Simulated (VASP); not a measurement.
Here is a VASP 6.6.1 calculation.

The input INCAR:

```
ALGO = Normal
EDIFF = 1E-7
ENCUT = 520
GGA = CA
ISIF = 2
ISMEAR = -1
LASPH = True
LCHARG = False
LREAL = False
LWAVE = False
NBANDS = 24
NELM = 80
PREC = Accurate
SIGMA = 0.1
```

The input KPOINTS:

```
k-points
0
Gamma
  10 10 15
```

Contents of POSCAR:

```
Cu
1.0
    3.8888244253      0.0000000000      0.0000000000
   -1.9444122127      3.3678207432      0.0000000000
    0.0000000000      0.0000000000      2.3346020352
Cu
3
Direct
    1.0000000000      1.0000000000      0.0000000000
    0.3333333333      0.6666666667      0.5000000000
    0.6666666667      0.3333333333      0.5000000000
```

Potentials or basis: VASP PAW LDA potentials, release 64 (Cu).

Run with:

```sh
$ cat potpaw_LDA.64/Cu/POTCAR > POTCAR
$ mpirun -np 1 vasp_std > vasp.out
```

(1) What does it give for the pressure?

## Answers

(1) 19.5 GPa.
